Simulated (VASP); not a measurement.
**GaAs: single point with r2SCAN**

GaAs:

```
Ga As
1.0
     0.00000    2.77642    2.77642
     2.77642    0.00000    2.77642
     2.77642    2.77642    0.00000
Ga As
1 1
Direct
  0.00000 0.00000 0.00000
  0.25000 0.25000 0.25000
```

This cell differs from its parent crystal: strain -2.0%.

| Item | Value |
| --- | --- |
| Program | VASP 6.6.1 |
| Task | single point |
| Functional | r2SCAN |
| Potentials or basis | VASP PAW PBE potentials, release 64 (Ga_d, As) |
| Cutoff | 520 eV |
| k mesh | 8 × 8 × 8 |
| Occupations | gaussian, width 0.01 eV |
| Spin | no spin polarisation |
| Dipole correction | no |
| Further INCAR settings | ALGO = Normal; EDIFF = 1e-06; NBANDS = 16 |

```
Pressure               : 5.2 GPa
Band gap on the k mesh : 1.44 eV
```

Levels at points of the mesh, in eV from the valence-band top:
```
           k point  band 6  band 7  band 8  band 9  band 10  band 11  band 12  band 13
(0.00, 0.00, 0.00)  -13.63    0.00    0.00    0.00     1.44     4.05     4.05     4.05
(0.50, 0.00, 0.00)  -11.59   -7.14   -1.27   -1.27     1.53     5.00     5.00     8.36
(0.50, 0.50, 0.00)  -10.74   -7.27   -2.98   -2.98     1.65     1.92    11.32    11.32
```

Wall time 2.5 min on 1 thread of Intel(R) Xeon(R) Platinum 8175M CPU @ 2.50GHz (Skylake/Cascade Lake), with other jobs on the host, peak memory 0.18 GiB.

Caveat: the cell differs from its parent crystal (strain -2.0%); the cell stands under pressure; the PAW data sets were made with another functional, which shifts forces and pressure a little. A k mesh can miss the band edges.
